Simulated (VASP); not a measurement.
Here is a VASP 6.6.1 calculation.

The input INCAR:

```
ALGO = Normal
EDIFF = 1E-6
ENCUT = 520
ISIF = 2
ISMEAR = 0
LASPH = T
LCHARG = F
LREAL = F
LWAVE = F
NBANDS = 10
NELM = 100
PREC = Accurate
SIGMA = 0.05
```

KPOINTS

```
k-points
0
Gamma
  12 12 12
```

The input POSCAR:

```
K
1.0
   -2.5235513146      2.5235513146      2.5235513146
    2.5235513146     -2.5235513146      2.5235513146
    2.5235513146      2.5235513146     -2.5235513146
K
1
Direct
    0.0000000000      0.0000000000      0.0000000000
```

Potentials or basis: VASP PAW LDA potentials, release 64 (K_sv).

The run is started by

```console
$ cat potpaw_LDA.64/K_sv/POTCAR > POTCAR
$ mpirun -np 1 vasp_std > vasp.out
```

**Question.** Estimate the pressure.

**Answer.** 0.0 GPa.
